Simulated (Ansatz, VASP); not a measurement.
**Two plane-wave programs on Mg8HO8**

```
CELL_PARAMETERS angstrom
0.00000 4.24100 4.24100
4.24100 0.00000 4.24100
4.24100 4.24100 0.00000
ATOMIC_POSITIONS crystal
Mg 0.00137 0.99544 0.00279
Mg 0.99908 0.00036 0.50146
Mg 0.00139 0.50169 0.00280
Mg 0.00134 0.50165 0.49663
Mg 0.50008 0.00038 0.00042
Mg 0.50005 0.00035 0.50144
Mg 0.49512 0.50168 0.00279
Mg 0.50006 0.49937 0.50146
O 0.24953 0.25096 0.25092
O 0.26680 0.24445 0.74552
O 0.24954 0.74984 0.25092
O 0.24954 0.74984 0.75203
O 0.74413 0.24443 0.26823
O 0.74417 0.24446 0.74553
O 0.75066 0.74984 0.25092
O 0.74415 0.76711 0.74552
H 0.87477 0.37512 0.87641
```

Alike in both runs: functional PBE; dispersion D3(BJ); k mesh 3 × 3 × 3; occupations fermi-dirac, width 0.05 eV; collinear spin.

Ansatz relaxed the structure, and its values are those at the end. VASP's run is a single point on that final structure, the one shown.

|  | VASP | Ansatz |
| --- | --- | --- |
| version | VASP 6.6.1 | Ansatz 0.2.0 |
| potentials or method | VASP PAW PBE potentials, release 64 (Mg, O, H), cutoff 520 eV | scalar-relativistic, plane waves, PAW |
| valence electrons in the cell | 65 | 129 |

```csv
,VASP,Ansatz,Ansatz less VASP
rms of the force components (eV/Å),0.006,0.004,-0.0013
net moment per atom (μB),0.05,0.05,0.000
size of the moment on the site where the two differ most (μB),0.26,0.39,+0.126
```

Site moments also hang on the region over which each program counts them. VASP's potentials hold 65 valence electrons a cell and Ansatz's 129, so a difference there can come from the potentials and not from the codes.

The k mesh is coarse, so the values compare programs but aren't converged.
